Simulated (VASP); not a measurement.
# C (P6_3/mmc) in VASP: notebook

C is run at these levels: r2SCAN; tasks: relaxation of cell and atoms, single point.

Everything below comes from runs of VASP 6.6.1. Logs are shortened: lines on timing, memory, paths and dates and some standing lists are left out, and cuts for length are marked.

### 1 The cell of the first run

Symmetry: P6_3/mmc, No. 194, hexagonal system. The conventional cell has a = 2.520 Å, b = 2.520 Å, c = 4.120 Å, α = 90.00°, β = 90.00°, γ = 120.00°. Within 2.1 Å of C (site symmetry 3m) lie 4 C at 1.54 Å.

### 2 Relaxation of cell and atoms, r2SCAN

The input, POSCAR:

```
C
1.0
    2.5199982604      0.0000000000      0.0000000000
   -1.2599991302      2.1823825110      0.0000000000
    0.0000000000      0.0000000000      4.1200000000
C
4
Direct
    0.3333333333      0.6666666667      0.0625000000
    0.6666666667      0.3333333333      0.5625000000
    0.3333333333      0.6666666667      0.4375000000
    0.6666666667      0.3333333333      0.9375000000
```

The input, INCAR.step1:

```
PREC = Accurate ; ENCUT = 600
ISMEAR = -1 ; SIGMA = 0.05
LREAL = False ; LASPH = True
NELM = 100 ; GGA = PE
ALGO = Normal ; EDIFF = 1E-4
LWAVE = True ; LCHARG = False
```

The input, INCAR.step2:

```
PREC = Accurate ; ENCUT = 600
EDIFF = 1E-7 ; ISMEAR = -1
SIGMA = 0.05 ; LREAL = False
LASPH = True ; NELM = 100
ALGO = Normal ; ISIF = 3
LWAVE = False ; LCHARG = False
METAGGA = R2SCAN ; LMIXTAU = True
IBRION = 2 ; NSW = 80
EDIFFG = -0.01 ; ISTART = 1
```

The input, KPOINTS:

```
regular mesh
0
Gamma
  8 8 4
```

Potentials or basis: VASP PAW PBE potentials, release 64 (C).

On the command line:

```sh
$ cat potpaw_PBE.64/C/POTCAR > POTCAR
$ cp INCAR.step1 INCAR
$ mpirun -np 1 vasp_std > vasp.out
$ cp INCAR.step2 INCAR
$ mpirun -np 1 vasp_std > vasp.out
```

OUTCAR:

```text
PREC = Accurate
   ENCUT = 600
   EDIFF = 1E-7
   ISMEAR = -1
   LREAL = False
   LASPH = True
   NELM = 100
   ISIF = 3
   METAGGA = R2SCAN
   IBRION = 2
   NSW = 80
   EDIFFG = -0.01
   ISTART = 1

 ion  position               nearest neighbor table
   1  0.333  0.667  0.062-   4 1.54   4 1.54   4 1.54   3 1.54
   2  0.667  0.333  0.562-   3 1.54   3 1.54   3 1.54   4 1.54
   3  0.333  0.667  0.438-   2 1.54   2 1.54   2 1.54   1 1.54
   4  0.667  0.333  0.938-   1 1.54   1 1.54   1 1.54   2 1.54

  LATTYP: Found a hexagonal cell.
 ALAT       =     2.5199982604
 C/A-ratio  =     1.6349217635

  Lattice vectors:

 A1 = (   2.5199982604,   0.0000000000,   0.0000000000)
 A2 = (  -1.2599991302,   2.1823825110,   0.0000000000)
 A3 = (   0.0000000000,   0.0000000000,   4.1200000000)

Analysis of symmetry for initial positions (statically):
=====================================================================
 Subroutine PRICEL returns:
 Original cell was already a primitive cell.

 Routine SETGRP: Setting up the symmetry group for a
 hexagonal supercell.

 Subroutine GETGRP returns: Found 24 space group operations
 (whereof 12 operations were pure point group operations)
 out of a pool of 24 trial point group operations.

The static configuration has the point symmetry D_3d.
 The point group associated with its full space group is D_6h.

Analysis of symmetry for dynamics (positions and initial velocities):
=====================================================================
 Subroutine PRICEL returns:
 Original cell was already a primitive cell.

 Routine SETGRP: Setting up the symmetry group for a
 hexagonal supercell.

 Subroutine GETGRP returns: Found 24 space group operations
 (whereof 12 operations were pure point group operations)
 out of a pool of 24 trial point group operations.

The dynamic configuration has the point symmetry D_3d.
 The point group associated with its full space group is D_6h.

 Subroutine INISYM returns: Found 24 space group operations
 (whereof 12 operations are pure point group operations),
 and found     1 'primitive' translations

----------------------------------------------------------------------------------------

                                     Primitive cell

  volume of cell :      22.6584

[... 105 lines left out ...]
   EMIN   =  10.00;   EMAX   =-10.00  energy-range for DOS
   EFERMI =   0.00;   METHOD = LEGACY
   ISMEAR =    -1;   SIGMA  =   0.05  broadening in eV -4-tet -1-fermi 0-gaus
   EFERMI_NEDOS =   21; number of points for ismear=-14 and -15
   IALGO  =     38    algorithm
   IMIX   =      4    mixing-type and parameters
     AMIX     =   0.40;   BMIX     =  1.00
     AMIX_MAG =   1.60;   BMIX_MAG =  1.00
  volume/ion in A,a.u.               =       5.66        38.23
  Fermi-wavevector in a.u.,A,eV,Ry     =   1.457825  2.754890 28.915831  2.125254
  Thomas-Fermi vector in A             =   2.574581
   LORBIT       =      0    0 simple, 1 ext, 2 COOP (PROOUT), +10 PAW based schemes
   METAGGA = R2SCAN    functional components
   LHFCALC =     F    Hartree Fock is set to
   AEXX    =    0.0000 exact exchange contribution
   IVDW    =     0    specifies the selected vdW correction
   LEPSILON=     F    determine dielectric tensor
   LRPA    =     F    only Hartree local field effects (RPA)
 conjugate gradient relaxation of ions
 non-spin polarized calculation
  energy-cutoff  :      600.00
  volume of cell :       22.66
 maximum number of plane-waves:       772
 NGX is ok and might be reduce to    20
   NGX =  9   NGY =  9   NGZ = 17

--------------------------------------- Ionic step        1  -------------------------------------------

 number of electron      16.0000000 magnetization

 Free energy of the ion-electron system (eV)
  ---------------------------------------------------
  ext. energy  EPLUGINS =         0.00000000
  ---------------------------------------------------
  free energy    TOTEN  =       -39.19536132 eV

  energy without entropy =      -39.19536132  energy(sigma->0) =      -39.19536132

------------------------ aborting loop because EDIFF is reached ----------------------------------------

  FORCE on cell =-STRESS in cart. coord.  units (eV):
  Direction    XX          YY          ZZ          XY          YZ          ZX
  --------------------------------------------------------------------------------------
  -------------------------------------------------------------------------------------
  Total       -1.1853795     -1.1853795      2.3462965      0.0000000      0.0000000      0.0000000
  in kB      -83.8184610    -83.8184610    165.9071676      0.0000000      0.0000000      0.0000000
  external PRESSURE =      -0.5765848 kB  Pullay stress =       0.0000000 kB
[... 177 lines left out ...]
--------------------------------------- Ionic step        6  -------------------------------------------

 number of electron      16.0000000 magnetization

 Free energy of the ion-electron system (eV)
  ---------------------------------------------------
  ext. energy  EPLUGINS =         0.00000000
  ---------------------------------------------------
  free energy    TOTEN  =       -39.21709953 eV

  energy without entropy =      -39.21709953  energy(sigma->0) =      -39.21709953

 E-fermi :  11.0728     XC(G=0): -14.2616

 val. band max:       10.0424658863   @ k =   0.0000   0.0000   0.0000
 cond. band min:      13.9841164630   @ k =   0.3750   0.2500   0.0000
 fundamental gap:      3.9416505767
 Fermi energy:        11.0727963316

 k-point     1 :       0.0000    0.0000    0.0000
  band No.  band energies     occupation
      1     -13.0041      2.00000
      2      -7.2599      2.00000
      3      -4.3431      2.00000
      4       6.7634      2.00000
      5       6.7634      2.00000
      6       9.5430      2.00000
      7      10.0425      2.00000
      8      10.0425      2.00000
      9      15.2304      0.00000
     10      15.2304      0.00000
     11      15.6286      0.00000
     12      18.4881      0.00000
[... 331 lines left out ...]
 k-point    24 :       0.3750   -0.0000    0.5000
  band No.  band energies     occupation
      1      -7.7745      2.00000
      2      -7.7745      2.00000
      3      -1.2875      2.00000
      4      -1.2875      2.00000
      5       4.5522      2.00000
      6       4.5522      2.00000
      7       4.9962      2.00000
      8       4.9962      2.00000
      9      15.9508      0.00000
     10      15.9508      0.00000
     11      18.2629      0.00000
     12      18.2629      0.00000

 [... further k-points ...]
[... 5 lines left out ...]
  --------------------------------------------------------------------------------------
  -------------------------------------------------------------------------------------
  Total       -0.0240294     -0.0240294      0.0227812      0.0000000      0.0000000      0.0000000
  in kB       -1.7002355     -1.7002355      1.6119179      0.0000000      0.0000000      0.0000000
  external PRESSURE =      -0.5961844 kB  Pullay stress =       0.0000000 kB
[... 19 lines left out ...]
  FREE ENERGIE OF THE ION-ELECTRON SYSTEM (eV)
  ---------------------------------------------------
  free  energy   TOTEN  =       -39.2170995335 eV

  energy  without entropy=      -39.2170995335  energy(sigma->0) =      -39.21709953

 reached required accuracy - stopping structural energy minimisation
```

OSZICAR.step1:

```text
N       E                     dE             d eps       ncg     rms          rms(c)
DAV:   1     0.417007626111E+02    0.41701E+02   -0.96866E+03   720   0.147E+03
DAV:   2    -0.347499297210E+02   -0.76451E+02   -0.70399E+02  1052   0.239E+02
DAV:   3    -0.375278066913E+02   -0.27779E+01   -0.27591E+01   956   0.422E+01
DAV:   4    -0.375526741308E+02   -0.24867E-01   -0.24847E-01   880   0.464E+00
DAV:   5    -0.375531253132E+02   -0.45118E-03   -0.45111E-03   948   0.543E-01    0.782E+00
DAV:   6    -0.365843520847E+02    0.96877E+00   -0.64004E-01   788   0.647E+00    0.468E+00
DAV:   7    -0.362561358794E+02    0.32822E+00   -0.74197E-01   804   0.716E+00    0.104E+00
DAV:   8    -0.362589054363E+02   -0.27696E-02   -0.13484E-02   892   0.992E-01    0.572E-02
DAV:   9    -0.362590003696E+02   -0.94933E-04   -0.19055E-04   704   0.138E-01
   1 F= -.36259000E+02 E0= -.36259000E+02  d E =-.223430E-10
```

Wall time 78 s (1 thread of Intel Xeon 6975P-C (Granite Rapids), shared host); peak memory 0.13 GiB.

What came out:

```
Free energy                            : -39.2171 eV
Relaxed volume                         : 5.66 Å³/atom
Relaxed cell                           : a = 2.504 Å, b = 2.504 Å, c = 4.169 Å, α = 90.00°, β = 90.00°, γ = 120.00°
Space group after relaxing (to 0.05 Å) : P6_3/mmc (No. 194)
Energy gained by relaxing              : 5.4 meV/atom
Ionic steps                            : 6
Pressure after relaxing                : -0.1 GPa
Largest force after relaxing           : 0.005 eV/Å
Band gap on the k mesh                 : 3.94 eV, indirect (least direct gap 5.19 eV)
```

Forces in eV/Å, atoms in the order of the input:
```
C    0.000  0.000  0.005
C    0.000  0.000  0.005
C    0.000  0.000 -0.005
C    0.000  0.000 -0.005
```

Step by step:
| step | energy change (eV) | largest force (eV/Å) | pressure (GPa) | volume (Å³) |
| --- | --- | --- | --- | --- |
| 1 | 0.0000 | 0.0616 | -0.06 | 22.66 |
| 2 | 0.0148 | 0.1667 | 0.17 | 22.64 |
| 3 | -0.0217 | 0.0236 | -0.26 | 22.65 |
| 4 | -0.0217 | 0.0217 | -0.26 | 22.65 |
| 5 | -0.0217 | 0.0516 | 0.30 | 22.63 |
| 6 | -0.0217 | 0.0046 | -0.06 | 22.64 |

Final structure:
```yaml
crystal:
  lattice:
    - [2.50426, 0.00000, 0.00000]
    - [-1.25213, 2.16875, 0.00000]
    - [0.00000, 0.00000, 4.16921]
  atoms:
    - { symbol: C, position: [0.33333, 0.66667, 0.06274] }
    - { symbol: C, position: [0.66667, 0.33333, 0.56274] }
    - { symbol: C, position: [0.33333, 0.66667, 0.43726] }
    - { symbol: C, position: [0.66667, 0.33333, 0.93726] }
```

Levels at points of the mesh, in eV from the valence-band top:
```tsv
k point	band 4	band 5	band 6	band 7	band 8	band 9	band 10	band 11	band 12
(0.00, 0.00, 0.00)	-3.28	-3.28	-0.50	0.00	0.00	5.19	5.19	5.59	8.45
(0.50, 0.00, 0.00)	-10.65	-9.76	-6.85	-6.23	-3.34	4.71	8.58	8.71	8.81
(0.00, 0.00, 0.50)	-7.48	-1.97	-1.97	-1.97	-1.97	7.61	7.61	7.61	7.61
(0.50, 0.00, 0.50)	-13.72	-5.41	-5.41	-5.12	-5.12	6.18	6.18	6.82	6.82
```

Caveat: the PAW data sets were made with another functional, which shifts forces and pressure a little. r2SCAN opens gaps a little over a GGA but as a rule still falls short of measured ones.

### 3 Single point, r2SCAN

The input, POSCAR:

```
C
1.0
    2.5032699062      0.0000000000      0.0000000000
   -1.2516349531      2.1678953313      0.0000000000
    0.0000000000      0.0000000000      4.1687214673
C
4
Direct
    0.3333333333      0.6666666667      0.0627304278
    0.6666666667      0.3333333333      0.5627304278
    0.3333333333      0.6666666667      0.4372695722
    0.6666666667      0.3333333333      0.9372695722
```

The input, INCAR.step1:

```
PREC = Accurate
ENCUT = 910
ISMEAR = -1
SIGMA = 0.05
LREAL = F
LASPH = T
NELM = 120
NBANDS = 16
GGA = PE
ALGO = Normal
EDIFF = 1E-5
LWAVE = T
LCHARG = F
GGA_COMPAT = F
```

The input, INCAR.step2:

```
PREC = Accurate
ENCUT = 910
EDIFF = 1E-6
ISMEAR = -1
SIGMA = 0.05
LREAL = F
LASPH = T
NELM = 120
ALGO = Normal
ISIF = 2
LWAVE = F
LCHARG = F
METAGGA = R2SCAN
LMIXTAU = T
NBANDS = 16
ISTART = 1
GGA_COMPAT = F
```

The input, KPOINTS:

```
Automatic mesh
0
Gamma
  8 8 4
```

Potentials or basis: VASP PAW PBE potentials, release 64 (C_h).

On the command line:

```sh
$ cat potpaw_PBE.64/C_h/POTCAR > POTCAR
$ cp INCAR.step1 INCAR
$ mpirun -np 1 vasp_std > vasp.out
$ cp INCAR.step2 INCAR
$ mpirun -np 1 vasp_std > vasp.out
```

OUTCAR:

```text
PREC = Accurate
   ENCUT = 910
   EDIFF = 1E-6
   ISMEAR = -1
   LREAL = F
   LASPH = T
   NELM = 120
   ISIF = 2
   METAGGA = R2SCAN
   ISTART = 1

 ion  position               nearest neighbor table
   1  0.333  0.667  0.063-
   2  0.667  0.333  0.563-
   3  0.333  0.667  0.437-
   4  0.667  0.333  0.937-

  LATTYP: Found a hexagonal cell.
 ALAT       =     2.5032699062
 C/A-ratio  =     1.6653104234

  Lattice vectors:

 A1 = (   2.5032699062,   0.0000000000,   0.0000000000)
 A2 = (  -1.2516349531,   2.1678953313,   0.0000000000)
 A3 = (   0.0000000000,   0.0000000000,   4.1687214673)

Analysis of symmetry for initial positions (statically):
=====================================================================
 Subroutine PRICEL returns:
 Original cell was already a primitive cell.

 Routine SETGRP: Setting up the symmetry group for a
 hexagonal supercell.

 Subroutine GETGRP returns: Found 24 space group operations
 (whereof 12 operations were pure point group operations)
 out of a pool of 24 trial point group operations.

The static configuration has the point symmetry D_3d.
 The point group associated with its full space group is D_6h.

Analysis of symmetry for dynamics (positions and initial velocities):
=====================================================================
 Subroutine PRICEL returns:
 Original cell was already a primitive cell.

 Routine SETGRP: Setting up the symmetry group for a
 hexagonal supercell.

 Subroutine GETGRP returns: Found 24 space group operations
 (whereof 12 operations were pure point group operations)
 out of a pool of 24 trial point group operations.

The dynamic configuration has the point symmetry D_3d.
 The point group associated with its full space group is D_6h.

 Subroutine INISYM returns: Found 24 space group operations
[... 114 lines left out ...]
   EMIN   =  10.00;   EMAX   =-10.00  energy-range for DOS
   EFERMI =   0.00;   METHOD = LEGACY
   ISMEAR =    -1;   SIGMA  =   0.05  broadening in eV -4-tet -1-fermi 0-gaus
   EFERMI_NEDOS =   21; number of points for ismear=-14 and -15
   IALGO  =     38    algorithm
   IMIX   =      4    mixing-type and parameters
     AMIX     =   0.40;   BMIX     =  1.00
     AMIX_MAG =   1.60;   BMIX_MAG =  1.00
  volume/ion in A,a.u.               =       5.66        38.17
  Fermi-wavevector in a.u.,A,eV,Ry     =   1.458585  2.756327 28.946006  2.127471
  Thomas-Fermi vector in A             =   2.575253
   LORBIT       =      0    0 simple, 1 ext, 2 COOP (PROOUT), +10 PAW based schemes
   METAGGA = R2SCAN    functional components
   LHFCALC =     F    Hartree Fock is set to
   AEXX    =    0.0000 exact exchange contribution
   IVDW    =     0    specifies the selected vdW correction
   LEPSILON=     F    determine dielectric tensor
   LRPA    =     F    only Hartree local field effects (RPA)
 non-spin polarized calculation
  energy-cutoff  :      910.00
  volume of cell :       22.62
 maximum number of plane-waves:      1430
 NGX is ok and might be reduce to    28
   NGX = 13   NGY = 13   NGZ = 21

 number of electron      16.0000000 magnetization

 Free energy of the ion-electron system (eV)
  ---------------------------------------------------
  ext. energy  EPLUGINS =         0.00000000
  ---------------------------------------------------
  free energy    TOTEN  =       -39.32696462 eV

  energy without entropy =      -39.32696462  energy(sigma->0) =      -39.32696462

 E-fermi :  12.2986     XC(G=0): -14.2792

 val. band max:       11.2573769792   @ k =   0.0000   0.0000   0.0000
 cond. band min:      15.2235107166   @ k =   0.3750   0.2500   0.0000
 fundamental gap:      3.9661337374
 Fermi energy:        12.2986302127

 k-point     1 :       0.0000    0.0000    0.0000
  band No.  band energies     occupation
      1     -11.7772      2.00000
      2      -6.0346      2.00000
      3      -3.1167      2.00000
      4       7.9872      2.00000
      5       7.9872      2.00000
      6      10.7581      2.00000
[... 433 lines left out ...]
      3      -0.0589      2.00000
      4      -0.0589      2.00000
      5       5.7757      2.00000
      6       5.7757      2.00000
[... 8 lines left out ...]
     15      27.8389      0.00000
     16      27.8389      0.00000

 [... further k-points ...]
[... 5 lines left out ...]
  --------------------------------------------------------------------------------------
  -------------------------------------------------------------------------------------
  Total       -0.1189520     -0.1189520     -0.1157857      0.0000000      0.0000000      0.0000000
  in kB       -8.4242918     -8.4242918     -8.2000508      0.0000000      0.0000000      0.0000000
  external PRESSURE =      -8.3495448 kB  Pullay stress =       0.0000000 kB

 VOLUME and BASIS-vectors are now :
 -----------------------------------------------------------------------------
  energy-cutoff  :      910.00
  volume of cell :       22.62
      direct lattice vectors                 reciprocal lattice vectors
     2.503269906  0.000000000  0.000000000     0.399477498  0.230638441  0.000000000
    -1.251634953  2.167895331  0.000000000     0.000000000  0.461276882  0.000000000
     0.000000000  0.000000000  4.168721467     0.000000000  0.000000000  0.239881702

 POSITION                                       TOTAL-FORCE (eV/Angst)
 -----------------------------------------------------------------------------------
     -0.00000      1.44526      0.26151        -0.000000      0.000000     -0.002202
      1.25163      0.72263      2.34587         0.000000     -0.000000     -0.002202
     -0.00000      1.44526      1.82286        -0.000000      0.000000      0.002202
      1.25163      0.72263      3.90722         0.000000      0.000000      0.002202
 -----------------------------------------------------------------------------------
    total drift:                               -0.000000      0.000000      0.000000

  FREE ENERGIE OF THE ION-ELECTRON SYSTEM (eV)
  ---------------------------------------------------
  free  energy   TOTEN  =       -39.3269646169 eV

  energy  without entropy=      -39.3269646168  energy(sigma->0) =      -39.32696462
```

OUTCAR.step1:

```text
PREC = Accurate
   ENCUT = 910
   ISMEAR = -1
   LREAL = F
   LASPH = T
[... 686 lines left out ...]
     -0.00000      1.44526      0.26151         0.000000     -0.000000      0.008988
      1.25163      0.72263      2.34587        -0.000000      0.000000      0.008988
     -0.00000      1.44526      1.82286         0.000000     -0.000000     -0.008988
      1.25163      0.72263      3.90722        -0.000000      0.000000     -0.008988
 -----------------------------------------------------------------------------------
    total drift:                               -0.000000      0.000000      0.000000

  FREE ENERGIE OF THE ION-ELECTRON SYSTEM (eV)
  ---------------------------------------------------
  free  energy   TOTEN  =       -36.3247988326 eV

  energy  without entropy=      -36.3247988326  energy(sigma->0) =      -36.32479883
```

It took 43 s on 1 thread of Intel Xeon 6975P-C (Granite Rapids), shared host; peak memory 0.17 GiB.

Results:

```yaml
Free_energy: -39.3270 eV
Pressure: -0.8 GPa
Band_gap_on_the_k_mesh: 3.97 eV, indirect (least direct gap 5.24 eV)
```

Forces in eV/Å, atoms in the order of the input:
```
C    0.000  0.000 -0.002
C    0.000  0.000 -0.002
C    0.000  0.000  0.002
C    0.000  0.000  0.002
```

Levels at points of the mesh, in eV from the valence-band top:
```tsv
k point	band 6	band 7	band 8	band 9	band 10	band 11
(0.00, 0.00, 0.00)	-0.50	0.00	0.00	5.24	5.24	5.62
(0.50, 0.00, 0.00)	-6.83	-6.22	-3.34	4.75	8.59	8.75
(0.00, 0.00, 0.50)	-1.96	-1.96	-1.96	7.65	7.65	7.65
(0.50, 0.00, 0.50)	-5.40	-5.12	-5.12	6.21	6.21	6.85
```

Caveat: the cutoff is under 1.25 times the usual one of these potentials, so pressure, stress and relaxed cells hold a basis-set (Pulay) error; the PAW data sets were made with another functional, which shifts forces and pressure a little. r2SCAN opens gaps a little over a GGA but as a rule still falls short of measured ones.

(Part 1 of 2 ends here.)
